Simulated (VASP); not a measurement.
# Co (Fd-3m) in VASP: further runs

Co is run at these levels: r2SCAN; tasks: single point.

All numbers are computed with VASP 6.6.1; they aren't measurements. Logs are shortened: lines on timing, memory, paths and dates and some standing lists are left out, and cuts for length are marked.

### Step 1. The cell of the first run

Symmetry: Fd-3m, No. 227, cubic system. Conventional cell: a = 5.165 Å, b = 5.165 Å, c = 5.165 Å, α = 90.00°, β = 90.00°, γ = 90.00°. Within 3.0 Å of Co (site symmetry -43m) lie 4 Co at 2.24 Å.

This isn't the form of Co at room conditions, which is hcp.

### Step 2. Single point, r2SCAN, collinear spin, ferromagnetic start (17.23 Å³/atom)

Contents of POSCAR:

```
Co
1.0
    0.0000000000      2.5827123253      2.5827123253
    2.5827123253      0.0000000000      2.5827123253
    2.5827123253      2.5827123253      0.0000000000
Co
2
Direct
    0.1250000000      0.1250000000      0.1250000000
    0.8750000000      0.8750000000      0.8750000000
```

Contents of INCAR.step1:

```
SYSTEM = Co
PREC     = Accurate       ! precision mode
ENCUT    = 520            ! plane-wave cutoff, eV
ISMEAR   = -1             ! smearing method
SIGMA    = 0.05           ! smearing width, eV
LREAL    = .False.        ! projectors in reciprocal space
LASPH    = .True.         ! aspherical terms in the spheres
NELM     = 150            ! most SCF steps
ISPIN    = 2              ! spin polarisation
MAGMOM   = 1.917 1.917    ! initial moments
LMAXMIX  = 4              ! l up to which the mixer works
NBANDS   = 20             ! bands
GGA      = PE             ! functional
ALGO     = Normal         ! electronic algorithm
EDIFF    = 1E-4           ! SCF threshold, eV
LWAVE    = .True.         ! write WAVECAR
LCHARG   = .False.        ! write CHGCAR
```

Contents of INCAR.step2:

```
SYSTEM = Co
PREC     = Accurate       ! precision mode
ENCUT    = 520            ! plane-wave cutoff, eV
EDIFF    = 1E-7           ! SCF threshold, eV
ISMEAR   = -1             ! smearing method
SIGMA    = 0.05           ! smearing width, eV
LREAL    = .False.        ! projectors in reciprocal space
LASPH    = .True.         ! aspherical terms in the spheres
NELM     = 150            ! most SCF steps
ALGO     = Normal         ! electronic algorithm
ISIF     = 2              ! what is computed and relaxed
LWAVE    = .False.        ! write WAVECAR
LCHARG   = .False.        ! write CHGCAR
ISPIN    = 2              ! spin polarisation
MAGMOM   = 1.917 1.917    ! initial moments
LORBIT   = 11             ! projections on sites
LMAXMIX  = 4              ! l up to which the mixer works
METAGGA  = R2SCAN         ! meta-GGA
LMIXTAU  = .True.       
NBANDS   = 20             ! bands
ISTART   = 1
```

Contents of KPOINTS:

```
regular mesh
0
Gamma
  12 12 12
  0 0 0
```

Potentials or basis: VASP PAW PBE potentials, release 64 (Co).

Started as:

```sh
$ cat potpaw_PBE.64/Co/POTCAR > POTCAR
$ cp INCAR.step1 INCAR
$ mpirun -np 1 vasp_std > vasp.out
$ cp INCAR.step2 INCAR
$ mpirun -np 1 vasp_std > vasp.out
```

OUTCAR:

```text
SYSTEM = Co
   PREC = Accurate
   ENCUT = 520
   EDIFF = 1E-7
   ISMEAR = -1
   LREAL = .False.
   LASPH = .True.
   NELM = 150
   ISIF = 2
   ISPIN = 2
   LORBIT = 11
   METAGGA = R2SCAN
   ISTART = 1

 ion  position               nearest neighbor table
   1  0.125  0.125  0.125-   2 2.24   2 2.24   2 2.24   2 2.24
   2  0.875  0.875  0.875-   1 2.24   1 2.24   1 2.24   1 2.24

  LATTYP: Found a face centered cubic cell.
 ALAT       =     5.1654246506

  Lattice vectors:

 A1 = (   0.0000000000,   2.5827123253,   2.5827123253)
 A2 = (   2.5827123253,   0.0000000000,   2.5827123253)
 A3 = (   2.5827123253,   2.5827123253,   0.0000000000)

Analysis of symmetry for initial positions (statically):
=====================================================================
 Subroutine PRICEL returns:
 Original cell was already a primitive cell.

 Routine SETGRP: Setting up the symmetry group for a
 face centered cubic supercell.

 Subroutine GETGRP returns: Found 48 space group operations
 (whereof 12 operations were pure point group operations)
 out of a pool of 48 trial point group operations.

The static configuration has the point symmetry D_3d.
 The point group associated with its full space group is O_h .

Analysis of symmetry for dynamics (positions and initial velocities):
=====================================================================
 Subroutine PRICEL returns:
 Original cell was already a primitive cell.

 Routine SETGRP: Setting up the symmetry group for a
 face centered cubic supercell.

 Subroutine GETGRP returns: Found 48 space group operations
 (whereof 12 operations were pure point group operations)
 out of a pool of 48 trial point group operations.

The dynamic configuration has the point symmetry D_3d.
 The point group associated with its full space group is O_h .

Analysis of structural, dynamic, and magnetic symmetry:
=====================================================================
 Subroutine PRICEL returns:
 Original cell was already a primitive cell.

 Routine SETGRP: Setting up the symmetry group for a
 face centered cubic supercell.

 Subroutine GETGRP returns: Found 48 space group operations
 (whereof 12 operations were pure point group operations)
 out of a pool of 48 trial point group operations.

The overall configuration has the point symmetry D_3d.
 The point group associated with its full space group is O_h .

 Subroutine INISYM returns: Found 48 space group operations
 (whereof 12 operations are pure point group operations),
 and found     1 'primitive' translations

[... 115 lines left out ...]
  volume/ion in A,a.u.               =      17.23       116.26
  Fermi-wavevector in a.u.,A,eV,Ry     =   1.318498  2.491601 23.652888  1.738438
  Thomas-Fermi vector in A             =   2.448464
   LORBIT       =     11    0 simple, 1 ext, 2 COOP (PROOUT), +10 PAW based schemes
   METAGGA = R2SCAN    functional components
   LHFCALC =     F    Hartree Fock is set to
   AEXX    =    0.0000 exact exchange contribution
   IVDW    =     0    specifies the selected vdW correction
   LEPSILON=     F    determine dielectric tensor
   LRPA    =     F    only Hartree local field effects (RPA)
 spin polarized calculation
  energy-cutoff  :      520.00
  volume of cell :       34.46
 maximum number of plane-waves:       944
   NGX = 13   NGY = 13   NGZ = 13

 number of electron      17.9999989 magnetization       3.7193298

 Free energy of the ion-electron system (eV)
  ---------------------------------------------------
  ext. energy  EPLUGINS =         0.00000000
  ---------------------------------------------------
  free energy    TOTEN  =       -23.72365717 eV

  energy without entropy =      -23.70951047  energy(sigma->0) =      -23.71658382

 E-fermi :   4.9492     XC(G=0): -11.3387

 val. band max:        4.9330351090   @ k =   0.0833   0.0000   0.0000
 cond. band min:       4.9542591312   @ k =  -0.1667   0.0833   0.0000
 fundamental gap:      0.0212240222
 Fermi energy:         4.9492290035

 spin component 1

 k-point     1 :       0.0000    0.0000    0.0000
  band No.  band energies     occupation
      1      -1.6503      1.00000
      2       0.8553      1.00000
      3       0.8553      1.00000
      4       1.1028      1.00000
      5       1.1029      1.00000
      6       1.1029      1.00000
[... 541 lines left out ...]
     19      23.9147      0.00000
     20      24.2468      0.00000

 [... further k-points ...]

 spin component 2

 k-point     1 :       0.0000    0.0000    0.0000
  band No.  band energies     occupation
      1      -1.8623      1.00000
      2       3.0565      1.00000
      3       3.0565      1.00000
      4       3.0566      1.00000
      5       3.4174      1.00000
      6       3.4175      1.00000
[... 541 lines left out ...]
     19      24.5031      0.00000
     20      24.7556      0.00000

 [... further k-points ...]

------------------------ aborting loop because EDIFF is reached ----------------------------------------

  FORCE on cell =-STRESS in cart. coord.  units (eV):
  Direction    XX          YY          ZZ          XY          YZ          ZX
  --------------------------------------------------------------------------------------
  -------------------------------------------------------------------------------------
  Total       -1.5592184     -1.5592184     -1.5592184      0.0000000      0.0000000      0.0000000
  in kB      -72.5035769    -72.5035769    -72.5035769      0.0000000      0.0000000      0.0000000
  external PRESSURE =     -72.5035769 kB  Pullay stress =       0.0000000 kB

 VOLUME and BASIS-vectors are now :
 -----------------------------------------------------------------------------
  energy-cutoff  :      520.00
  volume of cell :       34.46
      direct lattice vectors                 reciprocal lattice vectors
     0.000000000  2.582712325  2.582712325    -0.193594925  0.193594925  0.193594925
     2.582712325  0.000000000  2.582712325     0.193594925 -0.193594925  0.193594925
     2.582712325  2.582712325  0.000000000     0.193594925  0.193594925 -0.193594925

 POSITION                                       TOTAL-FORCE (eV/Angst)
 -----------------------------------------------------------------------------------
      0.64568      0.64568      0.64568         0.000000     -0.000000     -0.000000
      4.51975      4.51975      4.51975        -0.000000      0.000000      0.000000
 -----------------------------------------------------------------------------------
    total drift:                                0.000000      0.000000     -0.000000

  FREE ENERGIE OF THE ION-ELECTRON SYSTEM (eV)
  ---------------------------------------------------
  free  energy   TOTEN  =       -23.7236571732 eV

  energy  without entropy=      -23.7095104749  energy(sigma->0) =      -23.71658382

 total charge

# of ion       s       p       d       tot
------------------------------------------
    1        0.545   0.352   7.252   8.149
    2        0.545   0.352   7.252   8.149
--------------------------------------------------
tot          1.090   0.703  14.503  16.297

 magnetization (x)

# of ion       s       p       d       tot
------------------------------------------
    1       -0.040  -0.046   1.977   1.890
    2       -0.040  -0.046   1.977   1.890
--------------------------------------------------
tot         -0.080  -0.093   3.953   3.781
```

Wall time 5.1 min (1 thread of AMD EPYC 9R45 (Zen 5), shared host); peak memory 0.19 GiB.

What came out:

| Item | Value |
| --- | --- |
| Free energy | -23.7237 eV |
| Pressure | -7.3 GPa |
| Net moment | 3.72 μB per cell |
| Site moments | Co +1.89 μB |
| Valence electrons inside the program's atomic spheres | Co 8.15 |

Levels at points of the mesh, in eV from the Fermi level:
Spin up:
| k point | band 7 | band 8 | band 9 | band 10 | band 11 | band 12 | band 13 | band 14 | band 15 | band 16 |
| --- | --- | --- | --- | --- | --- | --- | --- | --- | --- | --- |
| (0.00, 0.00, 0.00) | -2.37 | -2.37 | -2.37 | -1.65 | -1.65 | 11.78 | 11.78 | 11.78 | 12.18 | 12.18 |
| (0.50, 0.00, 0.00) | -2.25 | -2.25 | -1.60 | -1.60 | -1.50 | -0.02 | 8.55 | 8.55 | 12.28 | 12.45 |
| (0.50, 0.50, 0.00) | -2.83 | -2.83 | -1.45 | -1.45 | 0.69 | 0.69 | 4.42 | 4.42 | 9.27 | 9.27 |
Spin down:
| k point | band 4 | band 5 | band 6 | band 7 | band 8 | band 9 | band 10 | band 11 |
| --- | --- | --- | --- | --- | --- | --- | --- | --- |
| (0.00, 0.00, 0.00) | -1.89 | -1.53 | -1.53 | 0.05 | 0.05 | 0.05 | 1.61 | 1.61 |
| (0.50, 0.00, 0.00) | -1.79 | -1.54 | -1.48 | -1.48 | 0.69 | 0.69 | 1.19 | 1.19 |
| (0.50, 0.50, 0.00) | -1.82 | -1.70 | -1.70 | 0.10 | 0.10 | 1.31 | 1.31 | 2.50 |

Caveat: the cell stands under tension; the PAW data sets were made with another functional, which shifts forces and pressure a little.

### Step 3. Single point, r2SCAN, collinear spin, ferromagnetic start (17.87 Å³/atom)

This run uses another cell than the first one, of 17.87 Å³/atom.

Contents of POSCAR:

```
Co
1.0
    0.0000000000      2.6142119215      2.6142119215
    2.6142119215      0.0000000000      2.6142119215
    2.6142119215      2.6142119215      0.0000000000
Co
2
Direct
    0.1250000000      0.1250000000      0.1250000000
    0.8750000000      0.8750000000      0.8750000000
```

Contents of INCAR.step1:

```
PREC = Accurate ; ENCUT = 520
ISMEAR = -1 ; SIGMA = 0.05
LREAL = F ; LASPH = T
NELM = 150 ; ISPIN = 2
MAGMOM = 1.917 1.917 ; LMAXMIX = 4
NBANDS = 20 ; GGA = PE
ALGO = Normal ; EDIFF = 1E-4
LWAVE = T ; LCHARG = F
```

Contents of INCAR.step2:

```
PREC = Accurate ; ENCUT = 520
EDIFF = 1E-6 ; ISMEAR = -1
SIGMA = 0.05 ; LREAL = F
LASPH = T ; NELM = 150
ALGO = Normal ; ISIF = 2
LWAVE = F ; LCHARG = F
ISPIN = 2 ; MAGMOM = 1.917 1.917
LORBIT = 11 ; LMAXMIX = 4
METAGGA = R2SCAN ; LMIXTAU = T
NBANDS = 20 ; ISTART = 1
```

Contents of KPOINTS:

```
regular mesh
0
Gamma
  12 12 12
```

Potentials or basis: VASP PAW PBE potentials, release 64 (Co).

Started as:

```sh
$ cat potpaw_PBE.64/Co/POTCAR > POTCAR
$ cp INCAR.step1 INCAR
$ mpirun -np 1 vasp_std > vasp.out
$ cp INCAR.step2 INCAR
$ mpirun -np 1 vasp_std > vasp.out
```

OUTCAR:

```text
PREC = Accurate
   ENCUT = 520
   EDIFF = 1E-6
   ISMEAR = -1
   LREAL = F
   LASPH = T
   NELM = 150
   ISIF = 2
   ISPIN = 2
   LORBIT = 11
   METAGGA = R2SCAN
   ISTART = 1

 ion  position               nearest neighbor table
   1  0.125  0.125  0.125-   2 2.26   2 2.26   2 2.26   2 2.26
   2  0.875  0.875  0.875-   1 2.26   1 2.26   1 2.26   1 2.26

  LATTYP: Found a face centered cubic cell.
 ALAT       =     5.2284238430

  Lattice vectors:

 A1 = (   0.0000000000,   2.6142119215,   2.6142119215)
[... 1320 lines left out ...]
  external PRESSURE =     -95.0078539 kB  Pullay stress =       0.0000000 kB

 VOLUME and BASIS-vectors are now :
 -----------------------------------------------------------------------------
  energy-cutoff  :      520.00
  volume of cell :       35.73
      direct lattice vectors                 reciprocal lattice vectors
     0.000000000  2.614211921  2.614211921    -0.191262229  0.191262229  0.191262229
     2.614211921  0.000000000  2.614211921     0.191262229 -0.191262229  0.191262229
     2.614211921  2.614211921  0.000000000     0.191262229  0.191262229 -0.191262229

 POSITION                                       TOTAL-FORCE (eV/Angst)
 -----------------------------------------------------------------------------------
      0.65355      0.65355      0.65355         0.000000     -0.000000      0.000000
      4.57487      4.57487      4.57487        -0.000000      0.000000     -0.000000
 -----------------------------------------------------------------------------------
    total drift:                                0.000000      0.000000     -0.000000

  FREE ENERGIE OF THE ION-ELECTRON SYSTEM (eV)
  ---------------------------------------------------
  free  energy   TOTEN  =       -23.6566739731 eV

  energy  without entropy=      -23.6427156997  energy(sigma->0) =      -23.64969484

 total charge

# of ion       s       p       d       tot
------------------------------------------
    1        0.537   0.334   7.230   8.101
    2        0.537   0.334   7.230   8.101
--------------------------------------------------
tot          1.073   0.668  14.461  16.202

 magnetization (x)

# of ion       s       p       d       tot
------------------------------------------
    1       -0.037  -0.049   2.010   1.924
    2       -0.037  -0.049   2.010   1.924
--------------------------------------------------
tot         -0.075  -0.097   4.021   3.849
```

OUTCAR.step1:

```text
PREC = Accurate
   ENCUT = 520
   ISMEAR = -1
   LREAL = F
   LASPH = T
   NELM = 150
[... 1346 lines left out ...]
 -----------------------------------------------------------------------------------
      0.65355      0.65355      0.65355         0.000000      0.000000      0.000000
      4.57487      4.57487      4.57487        -0.000000     -0.000000     -0.000000
 -----------------------------------------------------------------------------------
    total drift:                                0.000000      0.000000     -0.000000

  FREE ENERGIE OF THE ION-ELECTRON SYSTEM (eV)
  ---------------------------------------------------
  free  energy   TOTEN  =       -11.4378355807 eV

  energy  without entropy=      -11.4210690743  energy(sigma->0) =      -11.42945233
```

Run time: 4.8 min. Hardware: 1 thread of AMD EPYC 9R45 (Zen 5), shared host; peak memory 0.2 GiB.

Results:

- Free energy: -23.6567 eV
- Pressure: -9.5 GPa
- Net moment: 3.77 μB per cell
- Site moments: Co +1.92 μB
- Valence electrons inside the program's atomic spheres: Co 8.10

Levels at points of the mesh, in eV from the Fermi level:
Spin up:
| k point | band 9 | band 10 | band 11 | band 12 | band 13 | band 14 |
| --- | --- | --- | --- | --- | --- | --- |
| (0.00, 0.00, 0.00) | -2.40 | -1.73 | -1.73 | 11.41 | 11.41 | 11.41 |
| (0.50, 0.00, 0.00) | -1.69 | -1.69 | -1.43 | -0.14 | 8.28 | 8.28 |
| (0.50, 0.50, 0.00) | -1.54 | -1.54 | 0.59 | 0.59 | 4.32 | 4.32 |
Spin down:
```csv
k point,band 3,band 4,band 5,band 6,band 7,band 8,band 9,band 10,band 11,band 12
"(0.00, 0.00, 0.00)",-1.82,-1.82,-1.44,-1.44,0.07,0.07,0.07,1.56,1.56,11.90
"(0.50, 0.00, 0.00)",-1.71,-1.71,-1.52,-1.39,-1.39,0.68,0.68,1.15,1.15,2.04
"(0.50, 0.50, 0.00)",-1.81,-1.81,-1.63,-1.63,0.12,0.12,1.26,1.26,2.41,2.41
```

Caveat: the cell stands under tension; the PAW data sets were made with another functional, which shifts forces and pressure a little.

### Step 4. Single point, r2SCAN, collinear spin, ferromagnetic start

This run uses another cell than the first one, of 15.95 Å³/atom.

Contents of POSCAR:

```
Co
1.0
    0.0000000000      2.5172988839      2.5172988839
    2.5172988839      0.0000000000      2.5172988839
    2.5172988839      2.5172988839      0.0000000000
Co
2
Direct
    0.1250000000      0.1250000000      0.1250000000
    0.8750000000      0.8750000000      0.8750000000
```

Contents of INCAR.step1:

```
SYSTEM = Co
PREC = Accurate
ENCUT = 520
ISMEAR = -1
SIGMA = 0.05
LREAL = .FALSE.
LASPH = .TRUE.
NELM = 150
ISPIN = 2
MAGMOM = 1.918 1.918
LMAXMIX = 4
NBANDS = 20
GGA = PE
ALGO = Normal
EDIFF = 1E-4
LWAVE = .TRUE.
LCHARG = .FALSE.
```

Contents of INCAR.step2:

```
SYSTEM = Co
PREC = Accurate
ENCUT = 520
EDIFF = 1E-7
ISMEAR = -1
SIGMA = 0.05
LREAL = .FALSE.
LASPH = .TRUE.
NELM = 150
ALGO = Normal
ISIF = 2
LWAVE = .FALSE.
LCHARG = .TRUE.
ISPIN = 2
MAGMOM = 1.918 1.918
LORBIT = 11
LMAXMIX = 4
METAGGA = R2SCAN
LMIXTAU = .TRUE.
LELF = .TRUE.
LVHAR = .TRUE.
NBANDS = 20
ISTART = 1
```

Contents of KPOINTS:

```
regular mesh
0
G
  18 18 18
  0 0 0
```

Started as:

```sh
$ cat potpaw_PBE.64/Co/POTCAR > POTCAR
$ cp INCAR.step1 INCAR
$ mpirun -np 1 vasp_std > vasp.out
$ cp INCAR.step2 INCAR
$ mpirun -np 1 vasp_std > vasp.out
```

It took 14 min on 1 thread of AMD EPYC 9R45 (Zen 5), shared host; peak memory 0.28 GiB.

It converged, with:

```yaml
Free_energy: -23.7907 eV
Pressure: -0.5 GPa
Net_moment: 3.65 μB per cell
Site_moments: Co +1.84 μB
Valence_electrons_inside_the_program's_atomic_spheres: Co 8.26
```

Levels at points of the mesh, in eV from the Fermi level:
Spin up:
| k point | band 9 | band 10 | band 11 | band 12 | band 13 | band 14 |
| --- | --- | --- | --- | --- | --- | --- |
| (0.00, 0.00, 0.00) | -2.31 | -1.46 | -1.46 | 12.60 | 12.60 | 12.60 |
| (0.50, 0.00, 0.00) | -1.64 | -1.43 | -1.43 | 0.26 | 9.16 | 9.16 |
| (0.50, 0.50, 0.00) | -1.26 | -1.26 | 0.90 | 0.90 | 4.66 | 4.66 |
Spin down:
| k point | band 3 | band 4 | band 5 | band 6 | band 7 | band 8 | band 9 | band 10 | band 11 | band 12 |
| --- | --- | --- | --- | --- | --- | --- | --- | --- | --- | --- |
| (0.00, 0.00, 0.00) | -2.05 | -2.05 | -1.73 | -1.73 | 0.04 | 0.04 | 0.04 | 1.76 | 1.76 | 13.14 |
| (0.50, 0.00, 0.00) | -1.95 | -1.95 | -1.68 | -1.68 | -1.57 | 0.74 | 0.74 | 1.30 | 1.30 | 2.35 |
| (0.50, 0.50, 0.00) | -1.86 | -1.86 | -1.80 | -1.80 | 0.07 | 0.07 | 1.43 | 1.43 | 2.72 | 2.72 |

Caveat: the PAW data sets were made with another functional, which shifts forces and pressure a little.

### Step 5. Summary

| cell | k mesh | gap on the mesh (eV) | pressure (GPa) | moment (μB) |
| --- | --- | --- | --- | --- |
| a = 3.653 Å, angles 60.0°, 2 atoms | 12 × 12 × 12 | none | -7.3 | 3.72 |
| a = 3.697 Å, angles 60.0°, 2 atoms | 12 × 12 × 12 | none | -9.5 | 3.77 |
| a = 3.560 Å, angles 60.0°, 2 atoms | 18 × 18 × 18 | none | -0.5 | 3.65 |

Alike in all rows: task single point; level r2SCAN; potentials or basis VASP PAW PBE potentials, release 64 (Co); spin collinear, ferromagnetic start; cutoff (eV) 520; smearing fermi-dirac 0.05 eV.

Caveats: the PAW data sets were made with another functional, which shifts forces and pressure a little; the cell stands under tension (at least some runs).

Absolute energies hang on the potentials; compare differences alone.
